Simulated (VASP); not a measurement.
# ZnO (P6_3mc) in VASP: notebook

ZnO is run at these levels: r2SCAN; tasks: single point.

Everything below comes from runs of VASP 6.6.1. Logs are shortened: lines on timing, memory, paths and dates and some standing lists are left out, and cuts for length are marked.

**1. The cell of the first run**

Symmetry: P6_3mc, No. 186, hexagonal system. Conventional cell: a = 3.365 Å, b = 3.365 Å, c = 5.628 Å, α = 90.00°, β = 90.00°, γ = 120.00°. Within 2.7 Å of Zn (site symmetry 3m) lie 4 O at 2.06 to 2.14 Å. Within 2.7 Å of O (site symmetry 3m) lie 4 Zn at 2.06 to 2.14 Å.

**2. Single point, r2SCAN (strain +0.040 along x and y, +0.080 along z)**

Contents of POSCAR:

```
ZnO
1.0
    3.3646086281      0.0000000000      0.0000000000
   -1.6823043140      2.9138365457      0.0000000000
    0.0000000000      0.0000000000      5.6283293093
Zn O
2 2
Direct
    0.3333333333      0.6666666667      0.0012360734
    0.6666666667      0.3333333333      0.5012360734
    0.3333333333      0.6666666667      0.3808639266
    0.6666666667      0.3333333333      0.8808639266
```

Contents of INCAR.step1:

```
PREC = Accurate
ENCUT = 520
ISMEAR = 0
SIGMA = 0.05
LREAL = False
LASPH = True
NELM = 60
NBANDS = 26
GGA = PE
ALGO = Normal
EDIFF = 1E-4
LWAVE = True
LCHARG = False
```

Contents of INCAR.step2:

```
PREC = Accurate
ENCUT = 520
EDIFF = 1E-6
ISMEAR = 0
SIGMA = 0.05
LREAL = False
LASPH = True
NELM = 60
ALGO = Normal
ISIF = 2
LWAVE = False
LCHARG = True
METAGGA = R2SCAN
LMIXTAU = True
LELF = True
LVHAR = True
NBANDS = 26
ISTART = 1
```

Contents of KPOINTS:

```
regular mesh
0
Gamma
  12 12 6
```

Potentials or basis: VASP PAW PBE potentials, release 64 (Zn, O).

Launch:

```
> cat potpaw_PBE.64/Zn/POTCAR potpaw_PBE.64/O/POTCAR > POTCAR
> cp INCAR.step1 INCAR
> mpirun -np 1 vasp_std > vasp.out
> cp INCAR.step2 INCAR
> mpirun -np 1 vasp_std > vasp.out
```

OUTCAR:

```text
PREC = Accurate
   ENCUT = 520
   EDIFF = 1E-6
   ISMEAR = 0
   LREAL = False
   LASPH = True
   NELM = 60
   ISIF = 2
   METAGGA = R2SCAN
   ISTART = 1

 ion  position               nearest neighbor table
   1  0.333  0.667  0.001-   4 2.06   4 2.06   4 2.06   3 2.14
   2  0.667  0.333  0.501-   3 2.06   3 2.06   3 2.06   4 2.14
   3  0.333  0.667  0.381-   2 2.06   2 2.06   2 2.06   1 2.14
   4  0.667  0.333  0.881-   1 2.06   1 2.06   1 2.06   2 2.14

  LATTYP: Found a hexagonal cell.
 ALAT       =     3.3646086281
 C/A-ratio  =     1.6728035654

  Lattice vectors:

 A1 = (   3.3646086281,   0.0000000000,   0.0000000000)
 A2 = (  -1.6823043140,   2.9138365457,   0.0000000000)
 A3 = (   0.0000000000,   0.0000000000,   5.6283293093)

Analysis of symmetry for initial positions (statically):
=====================================================================
 Subroutine PRICEL returns:
 Original cell was already a primitive cell.

 Routine SETGRP: Setting up the symmetry group for a
 hexagonal supercell.

 Subroutine GETGRP returns: Found 12 space group operations
 (whereof  6 operations were pure point group operations)
 out of a pool of 24 trial point group operations.

The static configuration has the point symmetry C_3v.
 The point group associated with its full space group is C_6v.

Analysis of symmetry for dynamics (positions and initial velocities):
=====================================================================
 Subroutine PRICEL returns:
 Original cell was already a primitive cell.

 Routine SETGRP: Setting up the symmetry group for a
 hexagonal supercell.

 Subroutine GETGRP returns: Found 12 space group operations
 (whereof  6 operations were pure point group operations)
 out of a pool of 24 trial point group operations.

The dynamic configuration has the point symmetry C_3v.
 The point group associated with its full space group is C_6v.

 Subroutine INISYM returns: Found 12 space group operations
 (whereof  6 operations are pure point group operations),
 and found     1 'primitive' translations

----------------------------------------------------------------------------------------

                                     Primitive cell

  volume of cell :      55.1797

  direct lattice vectors                    reciprocal lattice vectors
     3.364608628  0.000000000  0.000000000     0.297211388  0.171595075  0.000000000
    -1.682304314  2.913836546  0.000000000     0.000000000  0.343190150  0.000000000
     0.000000000  0.000000000  5.628329309     0.000000000  0.000000000  0.177672617

  length of vectors
     3.364608628  3.364608628  5.628329309     0.343190150  0.343190150  0.177672617

  position of ions in fractional coordinates (direct lattice)
     0.333333333  0.666666667  0.001236073
     0.666666667  0.333333333  0.501236073
     0.333333333  0.666666667  0.380863927
     0.666666667  0.333333333  0.880863927

  ion indices of the primitive-cell ions
   primitive index   ion index
                 1           1
                 2           2
                 3           3
                 4           4

----------------------------------------------------------------------------------------

 KPOINTS: regular mesh

Automatic generation of k-mesh.
 Grid dimensions read from file:
 generate k-points for:   12   12    6

 Generating k-lattice:

  Cartesian coordinates                     Fractional coordinates (reciprocal lattice)
     0.024767616  0.014299590  0.000000000     0.083333333  0.000000000  0.000000000
     0.000000000  0.028599179  0.000000000     0.000000000  0.083333333  0.000000000
     0.000000000  0.000000000  0.029612103     0.000000000  0.000000000  0.166666667

  Length of vectors
     0.028599179  0.028599179  0.029612103

  Shift w.r.t. Gamma in fractional coordinates (k-lattice)
     0.000000000  0.000000000  0.000000000

 Subroutine IBZKPT returns following result:
 ===========================================

 Found     76 irreducible k-points:

 Following reciprocal coordinates:
            Coordinates               Weight
  0.000000  0.000000  0.000000      1.000000
  0.083333  0.000000  0.000000      6.000000
  0.166667  0.000000  0.000000      6.000000
  0.250000  0.000000  0.000000      6.000000
  0.333333  0.000000  0.000000      6.000000
  0.416667  0.000000  0.000000      6.000000
[... 16 lines left out ...]
  0.250000  0.000000  0.166667     12.000000
  0.333333  0.000000  0.166667     12.000000
 [... further k-points ...]
   k-points           NKPTS =     76   k-points in BZ     NKDIM =     76   number of bands    NBANDS=     26
   number of dos      NEDOS =    301   number of ions     NIONS =      4
   total plane-waves  NPLWV =  32928
   dimension x,y,z NGX =    28 NGY =   28 NGZ =   42
   dimension x,y,z NGXF=    56 NGYF=   56 NGZF=   84
   ions per type =               2   2
   NGX,Y,Z   is equivalent  to a cutoff of  13.83, 13.83, 12.41 a.u.
   NGXF,Y,Z  is equivalent  to a cutoff of  27.67, 27.67, 24.81 a.u.
 SYSTEM =  unknown system
   PREC   = accura    normal or accurate (medium, high low for compatibility)
   ISTART =      1    job   : 0-new  1-cont  2-samecut
   ICHARG =      0    charge: 1-file 2-atom 10-const
   ISPIN  =      1    spin polarized calculation?
   LNONCOLLINEAR =      F non collinear calculations
   LSORBIT =      F    spin-orbit coupling
   LASPH  =      T    aspherical Exc in radial PAW
   ENCUT  =  520.0 eV  38.22 Ry    6.18 a.u.   6.26  6.26 10.46*2*pi/ulx,y,z
   NELM   =     60;   NELMIN=  2; NELMDL=  0     # of ELM steps
   EDIFF  = 0.1E-05   stopping-criterion for ELM
   LREAL  =      F    real-space projection
   EDIFFG = 0.1E-04   stopping-criterion for IOM
   NSW    =      0    number of steps for IOM
   IBRION =     -1    ionic relax: 0-MD 1-quasi-New 2-CG
   NFREE  =      0    steps in history (QN), initial steepest desc. (CG)
   ISIF   =      2    stress and relaxation
   ISYM   =      2    0-nonsym 1-usesym 2-fastsym
   POTIM  = 0.5000    time-step for ionic-motion
   TEBEG  =    0.0;   TEEND  =   0.0 temperature during run
   PSTRESS=    0.0 pullay stress
   NELECT =      36.0000    total number of electrons
   NUPDOWN=      -1.0000    fix difference up-down
   EMIN   =  10.00;   EMAX   =-10.00  energy-range for DOS
   EFERMI =   0.00;   METHOD = LEGACY
   ISMEAR =     0;   SIGMA  =   0.05  broadening in eV -4-tet -1-fermi 0-gaus
   EFERMI_NEDOS =   21; number of points for ismear=-14 and -15
   IALGO  =     38    algorithm
   IMIX   =      4    mixing-type and parameters
     AMIX     =   0.40;   BMIX     =  1.00
     AMIX_MAG =   1.60;   BMIX_MAG =  1.00
  volume/ion in A,a.u.               =      13.79        93.09
  Fermi-wavevector in a.u.,A,eV,Ry     =   1.419872  2.683169 27.429849  2.016037
  Thomas-Fermi vector in A             =   2.540847
   LORBIT       =      0    0 simple, 1 ext, 2 COOP (PROOUT), +10 PAW based schemes
   METAGGA = R2SCAN    functional components
   LHFCALC =     F    Hartree Fock is set to
   AEXX    =    0.0000 exact exchange contribution
   IVDW    =     0    specifies the selected vdW correction
   LEPSILON=     F    determine dielectric tensor
   LRPA    =     F    only Hartree local field effects (RPA)
 non-spin polarized calculation
 Gauss-broadening in eV      SIGMA  =   0.05
  energy-cutoff  :      520.00
  volume of cell :       55.18
 maximum number of plane-waves:      1509
 NGX is ok and might be reduce to    28
   NGX = 13   NGY = 13   NGZ = 21

 number of electron      36.0000000 magnetization

 Free energy of the ion-electron system (eV)
  ---------------------------------------------------
  ext. energy  EPLUGINS =         0.00000000
  ---------------------------------------------------
  free energy    TOTEN  =       -35.86300098 eV

  energy without entropy =      -35.86300098  energy(sigma->0) =      -35.86300098

 E-fermi :  -0.0682     XC(G=0): -10.8308

 val. band max:       -0.3408241714   @ k =   0.0000   0.0000   0.0000
 cond. band min:       0.5954832347   @ k =   0.0000   0.0000   0.0000
 fundamental gap:      0.9363074061
 Fermi energy:        -0.0682382679

 k-point     1 :       0.0000    0.0000    0.0000
  band No.  band energies     occupation
      1     -18.3766      2.00000
      2     -17.9283      2.00000
      3      -5.6339      2.00000
      4      -5.6338      2.00000
      5      -5.5820      2.00000
      6      -5.4934      2.00000
[... 18 lines left out ...]
     25      13.8953      0.00000
     26      13.8954      0.00000

 k-point     2 :       0.0833    0.0000    0.0000
  band No.  band energies     occupation
      1     -18.3485      2.00000
      2     -17.9139      2.00000
      3      -5.6537      2.00000
      4      -5.6147      2.00000
      5      -5.5629      2.00000
      6      -5.4897      2.00000
[... 18 lines left out ...]
     25      13.3535      0.00000
     26      13.9598      0.00000

 k-point     3 :       0.1667    0.0000    0.0000
  band No.  band energies     occupation
      1     -18.2706      2.00000
      2     -17.8756      2.00000
      3      -5.6979      2.00000
      4      -5.5642      2.00000
      5      -5.5320      2.00000
      6      -5.4563      2.00000
[... 18 lines left out ...]
     25      13.2205      0.00000
     26      13.9895      0.00000

 k-point     4 :       0.2500    0.0000    0.0000
  band No.  band energies     occupation
      1     -18.1589      2.00000
      2     -17.8260      2.00000
      3      -5.7343      2.00000
      4      -5.5200      2.00000
      5      -5.5014      2.00000
      6      -5.3607      2.00000
[... 18 lines left out ...]
     25      13.1389      0.00000
     26      13.8204      0.00000
[... 496 lines left out ...]
      1     -18.2447      2.00000
      2     -17.9027      2.00000
      3      -5.7065      2.00000
      4      -5.5556      2.00000
      5      -5.5481      2.00000
      6      -5.4717      2.00000
[... 18 lines left out ...]
     25      13.0146      0.00000
     26      13.8362      0.00000

 k-point    23 :       0.2500    0.0000    0.1667
  band No.  band energies     occupation
      1     -18.1367      2.00000
      2     -17.8485      2.00000
      3      -5.7435      2.00000
      4      -5.5489      2.00000
      5      -5.4896      2.00000
      6      -5.3720      2.00000
[... 18 lines left out ...]
     25      13.1487      0.00000
     26      13.7281      0.00000

 k-point    24 :       0.3333    0.0000    0.1667
  band No.  band energies     occupation
      1     -18.0205      2.00000
      2     -17.7996      2.00000
      3      -5.7433      2.00000
      4      -5.5400      2.00000
      5      -5.4331      2.00000
      6      -5.2342      2.00000
[... 18 lines left out ...]
     25      13.1438      0.00000
     26      13.6592      0.00000

 [... further k-points ...]

------------------------ aborting loop because EDIFF is reached ----------------------------------------

  FORCE on cell =-STRESS in cart. coord.  units (eV):
  Direction    XX          YY          ZZ          XY          YZ          ZX
  --------------------------------------------------------------------------------------
  -------------------------------------------------------------------------------------
  Total       -4.8927525     -4.8927525     -6.4085309     -0.0000000      0.0000000      0.0000000
  in kB     -142.0641789   -142.0641789   -186.0757711     -0.0000000      0.0000000      0.0000000
  external PRESSURE =    -156.7347097 kB  Pullay stress =       0.0000000 kB

 VOLUME and BASIS-vectors are now :
 -----------------------------------------------------------------------------
  energy-cutoff  :      520.00
  volume of cell :       55.18
      direct lattice vectors                 reciprocal lattice vectors
     3.364608628  0.000000000  0.000000000     0.297211388  0.171595075  0.000000000
    -1.682304314  2.913836546  0.000000000     0.000000000  0.343190150  0.000000000
     0.000000000  0.000000000  5.628329309     0.000000000  0.000000000  0.177672617

 POSITION                                       TOTAL-FORCE (eV/Angst)
 -----------------------------------------------------------------------------------
     -0.00000      1.94256      0.00696        -0.000000      0.000000      0.046901
      1.68230      0.97128      2.82112         0.000000     -0.000000      0.046901
     -0.00000      1.94256      2.14363         0.000000      0.000000     -0.046901
      1.68230      0.97128      4.95779         0.000000     -0.000000     -0.046901
 -----------------------------------------------------------------------------------
    total drift:                               -0.000001     -0.000001     -0.013643

  FREE ENERGIE OF THE ION-ELECTRON SYSTEM (eV)
  ---------------------------------------------------
  free  energy   TOTEN  =       -35.8630009804 eV

  energy  without entropy=      -35.8630009804  energy(sigma->0) =      -35.86300098
```

It took 4.9 min on 1 thread of AMD EPYC 9R45 (Zen 5), shared host; peak memory 0.21 GiB.

Results:

| Quantity | Value |
| --- | --- |
| Free energy | -35.8630 eV |
| Pressure | -15.7 GPa |
| Largest force | 0.047 eV/Å |
| Band gap on the k mesh | 0.94 eV |

Forces on the atoms (eV/Å):
```
Zn   0.000  0.000  0.047
Zn   0.000  0.000  0.047
O    0.000  0.000 -0.047
O    0.000  0.000 -0.047
```

Levels at points of the mesh, in eV from the valence-band top:
| k point | band 16 | band 17 | band 18 | band 19 | band 20 | band 21 |
| --- | --- | --- | --- | --- | --- | --- |
| (0.00, 0.00, 0.00) | -0.13 | 0.00 | 0.00 | 0.94 | 5.30 | 7.93 |
| (0.50, 0.00, 0.00) | -1.76 | -1.11 | -0.73 | 5.73 | 7.11 | 7.59 |
| (0.00, 0.00, 0.50) | -0.28 | -0.28 | -0.28 | 3.45 | 3.45 | 9.85 |
| (0.50, 0.00, 0.50) | -1.24 | -1.22 | -1.22 | 5.84 | 5.84 | 8.26 |

Caveat: the cell differs from its parent crystal (strain +0.040 along x and y, +0.080 along z); the cell stands under tension; the PAW data sets were made with another functional, which shifts forces and pressure a little.

(Part 1 of 2 ends here.)
